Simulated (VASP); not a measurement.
Crystal: Al2Pt.

```xyz
3
Lattice="0.0000 2.9550 2.9550 2.9550 0.0000 2.9550 2.9550 2.9550 0.0000" Properties=species:S:1:pos:R:3 pbc="T T T"
Al    1.3445    1.3445    1.3445
Al    4.4325    4.4325    4.4325
Pt    0.1330    0.1330    0.1330
```

This cell differs from its parent crystal: shortest bond scaled by 0.82.

Base run:

```yaml
Program: VASP 6.6.1
Functional: PBE
Potentials_or_basis: VASP PAW PBE potentials, release 64 (Al, Pt)
Cutoff: 520 eV
k_mesh: 9 × 9 × 9
Occupations: fermi-dirac, width 0.05 eV
Spin: no spin polarisation
```

Its results: band gap on the k mesh zero (band 8 reaches 11.60 eV, above the bottom of band 9 at 6.61 eV); pressure 12.6 GPa; largest force 6.322 eV/Å.

**Question.** The run is repeated on the same cell with these changes: potentials or basis from VASP PAW PBE potentials, release 64 (Al, Pt) to VASP PAW PBE potentials, release 64 (Al, Pt_sv_GW); cutoff from 520 eV to 430 eV; further incar settings from ALGO = Normal; EDIFF = 1e-08; NBANDS = 15 to ALGO = Normal; EDIFF = 1e-08; NBANDS = 19; valence electrons from 16 to 24. What comes out?

**Answer.** Band gap on the k mesh zero (band 12 reaches 11.46 eV, above the bottom of band 13 at 6.45 eV); pressure 11.8 GPa; largest force 6.333 eV/Å.

Caveats: spin-orbit coupling is left out, which moves the levels of the heavy elements; forces of over 1 eV/Å act on the atoms, so gaps and moduli don't describe the material at rest.
